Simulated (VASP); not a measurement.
# CuI (F-43m) in VASP: notebook, part 2 of 2

VASP 6.6.1. Earlier steps stand in the parts before.

### 5 Single point, PBE+D3(BJ)

This run uses another cell than the first one, of 26.61 Å³/atom.

Contents of INCAR:

```
SYSTEM = CuI
PREC = Accurate
ENCUT = 520
EDIFF = 1E-7
ISMEAR = -1
SIGMA = 0.05
LREAL = .FALSE.
LASPH = .TRUE.
NELM = 100
ALGO = Normal
ISIF = 2
LWAVE = .FALSE.
LCHARG = .FALSE.
GGA = PE
IVDW = 12
NBANDS = 16
```

Contents of KPOINTS:

```
regular mesh
0
G
  8 8 8
  0 0 0
```

Contents of POSCAR:

```
CuI
1.0
    0.0000000000      2.9856493220      2.9856493220
    2.9856493220      0.0000000000      2.9856493220
    2.9856493220      2.9856493220      0.0000000000
I Cu
1 1
Direct
    0.0000000000      0.0000000000      0.0000000000
    0.7500000000      0.7500000000      0.7500000000
```

Potentials or basis: VASP PAW PBE potentials, release 64 (I, Cu).

Started as:

```console
$ cat potpaw_PBE.64/I/POTCAR potpaw_PBE.64/Cu/POTCAR > POTCAR
$ mpirun -np 1 vasp_std > vasp.out
```

OUTCAR:

```text
SYSTEM = CuI
   PREC = Accurate
   ENCUT = 520
   EDIFF = 1E-7
   ISMEAR = -1
   LREAL = .FALSE.
   LASPH = .TRUE.
   NELM = 100
   ISIF = 2
   GGA = PE
   IVDW = 12
 IVDW          = 12

 ion  position               nearest neighbor table
   1  0.000  0.000  0.000-   2 2.59   2 2.59   2 2.59   2 2.59
   2  0.750  0.750  0.750-   1 2.59   1 2.59   1 2.59   1 2.59

  LATTYP: Found a face centered cubic cell.
 ALAT       =     5.9712986440

  Lattice vectors:

 A1 = (   0.0000000000,   2.9856493220,   2.9856493220)
 A2 = (   2.9856493220,   0.0000000000,   2.9856493220)
 A3 = (   2.9856493220,   2.9856493220,   0.0000000000)

Analysis of symmetry for initial positions (statically):
=====================================================================
 Subroutine PRICEL returns:
 Original cell was already a primitive cell.

 Routine SETGRP: Setting up the symmetry group for a
 face centered cubic supercell.

 Subroutine GETGRP returns: Found 24 space group operations
 (whereof 24 operations were pure point group operations)
 out of a pool of 48 trial point group operations.

The static configuration has the point symmetry T_d .

Analysis of symmetry for dynamics (positions and initial velocities):
[... 161 lines left out ...]
 cond. band min:       6.2055711207   @ k =   0.0000   0.0000   0.0000
 fundamental gap:      1.2696826611
 Fermi energy:         5.6084160123

 k-point     1 :       0.0000    0.0000    0.0000
  band No.  band energies     occupation
      1      -9.3211      2.00000
      2       1.0853      2.00000
      3       1.0853      2.00000
      4       1.0853      2.00000
      5       2.8891      2.00000
      6       2.8891      2.00000
[... 433 lines left out ...]
      3       0.5361      2.00000
      4       1.0754      2.00000
      5       2.8186      2.00000
      6       2.9005      2.00000
[... 8 lines left out ...]
     15      15.7829      0.00000
     16      16.3964      0.00000

 [... further k-points ...]

------------------------ aborting loop because EDIFF is reached ----------------------------------------

 Edisp (eV)   -0.72052

 E8    (eV) :    -0.3165

  FORCE on cell =-STRESS in cart. coord.  units (eV):
  Direction    XX          YY          ZZ          XY          YZ          ZX
  --------------------------------------------------------------------------------------
  -------------------------------------------------------------------------------------
  Total       0.00286     0.00286     0.00286    -0.00000     0.00000     0.00000
  in kB       0.08620     0.08620     0.08620    -0.00000     0.00000     0.00000
  external pressure =        0.09 kB  Pullay stress =        0.00 kB

 VOLUME and BASIS-vectors are now :
 -----------------------------------------------------------------------------
  energy-cutoff  :      520.00
  volume of cell :       53.23
      direct lattice vectors                 reciprocal lattice vectors
     0.000000000  2.985649322  2.985649322    -0.167467759  0.167467759  0.167467759
     2.985649322  0.000000000  2.985649322     0.167467759 -0.167467759  0.167467759
     2.985649322  2.985649322  0.000000000     0.167467759  0.167467759 -0.167467759

 POSITION                                       TOTAL-FORCE (eV/Angst)
 -----------------------------------------------------------------------------------
      0.00000      0.00000      0.00000         0.000000      0.000000      0.000000
      4.47847      4.47847      4.47847        -0.000000     -0.000000     -0.000000
 -----------------------------------------------------------------------------------
    total drift:                               -0.000001     -0.000001     -0.000001

  FREE ENERGIE OF THE ION-ELECTRON SYSTEM (eV)
  ---------------------------------------------------
  free  energy   TOTEN  =        -6.2610162982 eV

  energy  without entropy=       -6.2610162622  energy(sigma->0) =       -6.26101628
```

Run time: 20 s. Hardware: 1 thread of AMD EPYC 7R13 (Zen 3), shared host; peak memory 0.16 GiB.

Results:

```yaml
Free_energy: -6.2610 eV
Pressure: 0.0 GPa
Band_gap_on_the_k_mesh: 1.27 eV
Dispersion_energy_per_atom: -0.360 eV
```

Levels at points of the mesh, in eV from the valence-band top:
| k point | band 5 | band 6 | band 7 | band 8 | band 9 | band 10 | band 11 | band 12 | band 13 | band 14 |
| --- | --- | --- | --- | --- | --- | --- | --- | --- | --- | --- |
| (0.00, 0.00, 0.00) | -2.05 | -2.05 | 0.00 | 0.00 | 0.00 | 1.27 | 4.82 | 4.82 | 4.82 | 8.24 |
| (0.50, 0.00, 0.00) | -2.02 | -2.02 | -1.97 | -0.78 | -0.78 | 2.20 | 5.37 | 5.37 | 7.47 | 9.32 |
| (0.50, 0.50, 0.00) | -2.08 | -1.98 | -1.95 | -1.66 | -1.66 | 2.62 | 2.88 | 9.51 | 10.00 | 10.00 |

Caveat: spin-orbit coupling is left out, which moves the levels of the heavy elements.

### 6 Single point, PBE+D4

This run uses another cell than the first one, of 26.60 Å³/atom.

Contents of INCAR:

```
PREC = Accurate
ENCUT = 520
EDIFF = 1E-6
ISMEAR = -1
SIGMA = 0.05
LREAL = F
LASPH = T
NELM = 100
ALGO = Normal
ISIF = 2
LWAVE = F
LCHARG = F
GGA = PE
IVDW = 13
NBANDS = 16
```

Contents of KPOINTS:

```
regular mesh
0
Gamma
  8 8 8
```

Contents of POSCAR:

```
CuI
1.0
    0.0000000000      2.9849635830      2.9849635830
    2.9849635830      0.0000000000      2.9849635830
    2.9849635830      2.9849635830      0.0000000000
I Cu
1 1
Direct
    0.0000000000      0.0000000000      0.0000000000
    0.7500000000      0.7500000000      0.7500000000
```

Potentials or basis: VASP PAW PBE potentials, release 64 (I, Cu).

Started as:

```console
$ cat potpaw_PBE.64/I/POTCAR potpaw_PBE.64/Cu/POTCAR > POTCAR
$ mpirun -np 1 vasp_std > vasp.out
```

OUTCAR:

```text
PREC = Accurate
   ENCUT = 520
   EDIFF = 1E-6
   ISMEAR = -1
   LREAL = F
   LASPH = T
   NELM = 100
   ISIF = 2
   GGA = PE
   IVDW = 13

 ion  position               nearest neighbor table
   1  0.000  0.000  0.000-   2 2.59   2 2.59   2 2.59   2 2.59
   2  0.750  0.750  0.750-   1 2.59   1 2.59   1 2.59   1 2.59

  LATTYP: Found a face centered cubic cell.
 ALAT       =     5.9699271660

  Lattice vectors:

 A1 = (   0.0000000000,   2.9849635830,   2.9849635830)
 A2 = (   2.9849635830,   0.0000000000,   2.9849635830)
 A3 = (   2.9849635830,   2.9849635830,   0.0000000000)

Analysis of symmetry for initial positions (statically):
=====================================================================
 Subroutine PRICEL returns:
 Original cell was already a primitive cell.

 Routine SETGRP: Setting up the symmetry group for a
 face centered cubic supercell.

 Subroutine GETGRP returns: Found 24 space group operations
 (whereof 24 operations were pure point group operations)
 out of a pool of 48 trial point group operations.

The static configuration has the point symmetry T_d .

Analysis of symmetry for dynamics (positions and initial velocities):
=====================================================================
 Subroutine PRICEL returns:
 Original cell was already a primitive cell.

 Routine SETGRP: Setting up the symmetry group for a
 face centered cubic supercell.

 Subroutine GETGRP returns: Found 24 space group operations
 (whereof 24 operations were pure point group operations)
 out of a pool of 48 trial point group operations.

The dynamic configuration has the point symmetry T_d .

 Subroutine INISYM returns: Found 24 space group operations
 (whereof 24 operations are pure point group operations),
 and found     1 'primitive' translations

----------------------------------------------------------------------------------------

                                     Primitive cell

  volume of cell :      53.1921

  direct lattice vectors                    reciprocal lattice vectors
     0.000000000  2.984963583  2.984963583    -0.167506231  0.167506231  0.167506231
     2.984963583  0.000000000  2.984963583     0.167506231 -0.167506231  0.167506231
     2.984963583  2.984963583  0.000000000     0.167506231  0.167506231 -0.167506231

  length of vectors
     4.221375982  4.221375982  4.221375982     0.290129303  0.290129303  0.290129303

  position of ions in fractional coordinates (direct lattice)
     0.000000000  0.000000000  0.000000000
     0.750000000  0.750000000  0.750000000

  ion indices of the primitive-cell ions
   primitive index   ion index
                 1           1
                 2           2

----------------------------------------------------------------------------------------

 KPOINTS: regular mesh

Automatic generation of k-mesh.
 Grid dimensions read from file:
 generate k-points for:    8    8    8

 Generating k-lattice:

  Cartesian coordinates                     Fractional coordinates (reciprocal lattice)
    -0.020938279  0.020938279  0.020938279     0.125000000  0.000000000  0.000000000
     0.020938279 -0.020938279  0.020938279     0.000000000  0.125000000  0.000000000
     0.020938279  0.020938279 -0.020938279     0.000000000  0.000000000  0.125000000

  Length of vectors
     0.036266163  0.036266163  0.036266163

  Shift w.r.t. Gamma in fractional coordinates (k-lattice)
     0.000000000  0.000000000  0.000000000

 Subroutine IBZKPT returns following result:
 ===========================================

 Found     29 irreducible k-points:

 Following reciprocal coordinates:
            Coordinates               Weight
  0.000000  0.000000  0.000000      1.000000
  0.125000  0.000000  0.000000      8.000000
  0.250000  0.000000  0.000000      8.000000
  0.375000  0.000000  0.000000      8.000000
  0.500000  0.000000  0.000000      4.000000
  0.125000  0.125000  0.000000      6.000000
[... 16 lines left out ...]
  0.500000  0.250000  0.125000     48.000000
 -0.375000  0.250000  0.125000     24.000000
 [... further k-points ...]
   k-points           NKPTS =     29   k-points in BZ     NKDIM =     29   number of bands    NBANDS=     16
   number of dos      NEDOS =    301   number of ions     NIONS =      2
   total plane-waves  NPLWV =  32768
   dimension x,y,z NGX =    32 NGY =   32 NGZ =   32
   dimension x,y,z NGXF=    64 NGYF=   64 NGZF=   64
   ions per type =               1   1
   NGX,Y,Z   is equivalent  to a cutoff of  12.60, 12.60, 12.60 a.u.
   NGXF,Y,Z  is equivalent  to a cutoff of  25.20, 25.20, 25.20 a.u.
 SYSTEM =  unknown system
   PREC   = accura    normal or accurate (medium, high low for compatibility)
   ISTART =      0    job   : 0-new  1-cont  2-samecut
   ICHARG =      2    charge: 1-file 2-atom 10-const
   ISPIN  =      1    spin polarized calculation?
   LNONCOLLINEAR =      F non collinear calculations
   LSORBIT =      F    spin-orbit coupling
   LASPH  =      T    aspherical Exc in radial PAW
   ENCUT  =  520.0 eV  38.22 Ry    6.18 a.u.   7.85  7.85  7.85*2*pi/ulx,y,z
   NELM   =    100;   NELMIN=  2; NELMDL= -5     # of ELM steps
   EDIFF  = 0.1E-05   stopping-criterion for ELM
   LREAL  =      F    real-space projection
   EDIFFG = 0.1E-04   stopping-criterion for IOM
   NSW    =      0    number of steps for IOM
   IBRION =     -1    ionic relax: 0-MD 1-quasi-New 2-CG
   NFREE  =      0    steps in history (QN), initial steepest desc. (CG)
   ISIF   =      2    stress and relaxation
   ISYM   =      2    0-nonsym 1-usesym 2-fastsym
   POTIM  = 0.5000    time-step for ionic-motion
   TEBEG  =    0.0;   TEEND  =   0.0 temperature during run
   PSTRESS=    0.0 pullay stress
   NELECT =      18.0000    total number of electrons
   NUPDOWN=      -1.0000    fix difference up-down
   EMIN   =  10.00;   EMAX   =-10.00  energy-range for DOS
   EFERMI =   0.00;   METHOD = LEGACY
   ISMEAR =    -1;   SIGMA  =   0.05  broadening in eV -4-tet -1-fermi 0-gaus
   EFERMI_NEDOS =   21; number of points for ismear=-14 and -15
   IALGO  =     38    algorithm
   IMIX   =      4    mixing-type and parameters
     AMIX     =   0.40;   BMIX     =  1.00
     AMIX_MAG =   1.60;   BMIX_MAG =  1.00
  volume/ion in A,a.u.               =      26.60       179.48
  Fermi-wavevector in a.u.,A,eV,Ry     =   1.140819  2.155835 17.707538  1.301467
  Thomas-Fermi vector in A             =   2.277520
   LORBIT       =      0    0 simple, 1 ext, 2 COOP (PROOUT), +10 PAW based schemes
   GGA     = PE    functional components
   LHFCALC =     F    Hartree Fock is set to
   AEXX    =    0.0000 exact exchange contribution
   IVDW    =    13    specifies the selected vdW correction
   LEPSILON=     F    determine dielectric tensor
   LRPA    =     F    only Hartree local field effects (RPA)
 non-spin polarized calculation
  energy-cutoff  :      520.00
  volume of cell :       53.19
 maximum number of plane-waves:      1459
   NGX = 15   NGY = 15   NGZ = 15

 number of electron      18.0000003 magnetization

 Free energy of the ion-electron system (eV)
  ---------------------------------------------------
  ext. energy  EPLUGINS =         0.00000000
  ---------------------------------------------------
  free energy    TOTEN  =        -5.53992990 eV

  energy without entropy =       -5.53992987  energy(sigma->0) =       -5.53992989

 E-fermi :   5.6173     XC(G=0):  -9.1539

 val. band max:        4.9438189006   @ k =   0.0000   0.0000   0.0000
 cond. band min:       6.2153102605   @ k =   0.0000   0.0000   0.0000
 fundamental gap:      1.2714913599
 Fermi energy:         5.6172721203

 k-point     1 :       0.0000    0.0000    0.0000
  band No.  band energies     occupation
      1      -9.3174      2.00000
      2       1.0899      2.00000
      3       1.0899      2.00000
      4       1.0899      2.00000
      5       2.8941      2.00000
      6       2.8941      2.00000
[... 8 lines left out ...]
     15      14.6053      0.00000
     16      14.6053      0.00000
[... 419 lines left out ...]
 k-point    24 :      -0.3750    0.2500    0.1250
  band No.  band energies     occupation
      1      -8.5904      2.00000
      2      -0.6476      2.00000
      3       0.5403      2.00000
      4       1.0801      2.00000
      5       2.8236      2.00000
      6       2.9056      2.00000
[... 8 lines left out ...]
     15      15.7921      0.00000
     16      16.4066      0.00000

 [... further k-points ...]

------------------------ aborting loop because EDIFF is reached ----------------------------------------

  DFT-D4 for vdW energy calculation

  Edisp (eV):   -0.76783

  FORCE on cell =-STRESS in cart. coord.  units (eV):
  Direction    XX          YY          ZZ          XY          YZ          ZX
  --------------------------------------------------------------------------------------
  -------------------------------------------------------------------------------------
  Total      -0.00283    -0.00283    -0.00283     0.00000     0.00000    -0.00000
  in kB      -0.08516    -0.08516    -0.08516     0.00000     0.00000    -0.00000
  external pressure =       -0.09 kB  Pullay stress =        0.00 kB

 VOLUME and BASIS-vectors are now :
 -----------------------------------------------------------------------------
  energy-cutoff  :      520.00
  volume of cell :       53.19
      direct lattice vectors                 reciprocal lattice vectors
     0.000000000  2.984963583  2.984963583    -0.167506231  0.167506231  0.167506231
     2.984963583  0.000000000  2.984963583     0.167506231 -0.167506231  0.167506231
     2.984963583  2.984963583  0.000000000     0.167506231  0.167506231 -0.167506231

 POSITION                                       TOTAL-FORCE (eV/Angst)
 -----------------------------------------------------------------------------------
      0.00000      0.00000      0.00000         0.000000      0.000000      0.000000
      4.47745      4.47745      4.47745        -0.000000     -0.000000     -0.000000
 -----------------------------------------------------------------------------------
    total drift:                               -0.000001     -0.000001     -0.000001

  FREE ENERGIE OF THE ION-ELECTRON SYSTEM (eV)
  ---------------------------------------------------
  free  energy   TOTEN  =        -6.3077617308 eV

  energy  without entropy=       -6.3077616953  energy(sigma->0) =       -6.30776171
```

stdout:

```text
POSCAR found type information on POSCAR I Cu
 POSCAR found :  2 types and       2 ions
 scaLAPACK will be used
 LDA part: xc-table for (Slater+PW92), standard interpolation
 POSCAR, INCAR and KPOINTS ok, starting setup
 FFT: planning ... GRIDC
 FFT: planning ... GRID_SOFT
 FFT: planning ... GRID
 WAVECAR not read
 entering main loop
```

It took 20 s on 1 thread of AMD EPYC 7R13 (Zen 3), shared host; peak memory 0.15 GiB.

Results:

```yaml
Free_energy: -6.3078 eV
Pressure: 0.0 GPa
Band_gap_on_the_k_mesh: 1.27 eV
Dispersion_energy_per_atom: -0.384 eV
```

Caveat: spin-orbit coupling is left out, which moves the levels of the heavy elements.

### 7 Overview

| level | potentials or basis | spin | cell | k mesh | smearing | gap on the mesh (eV) | pressure (GPa) | moment (μB) |
| --- | --- | --- | --- | --- | --- | --- | --- | --- |
| PBE | VASP PAW PBE potentials, release 64 (I, Cu) | non-collinear, zero start, SOC | a = 4.287 Å, angles 60.0°, 2 atoms | 6 × 6 × 6 | fermi-dirac 0.05 eV | - | 0.4 | 0.00 |
| LDA | VASP PAW LDA potentials, release 64 (I, Cu) | non-collinear, zero start, SOC | a = 4.287 Å, angles 60.0°, 2 atoms | 6 × 6 × 6 | fermi-dirac 0.05 eV | - | -4.2 | 0.00 |
| PBE | VASP PAW PBE potentials, release 64 (I, Cu) | off | a = 4.287 Å, angles 60.0°, 2 atoms | 8 × 8 × 8 | gaussian 0.023 eV | 1.14 | 0.7 | - |
| PBE+D3(BJ) | VASP PAW PBE potentials, release 64 (I, Cu) | off | a = 4.222 Å, angles 60.0°, 2 atoms | 8 × 8 × 8 | fermi-dirac 0.05 eV | 1.27 | 0.0 | - |
| PBE+D4 | VASP PAW PBE potentials, release 64 (I, Cu) | off | a = 4.221 Å, angles 60.0°, 2 atoms | 8 × 8 × 8 | fermi-dirac 0.05 eV | 1.27 | 0.0 | - |

Alike in all rows: task single point; cutoff (eV) 520.

Caveats: spin-orbit coupling is left out, which moves the levels of the heavy elements (at least some runs); the cell stands under tension (at least some runs).

Absolute energies hang on the potentials; compare differences alone.
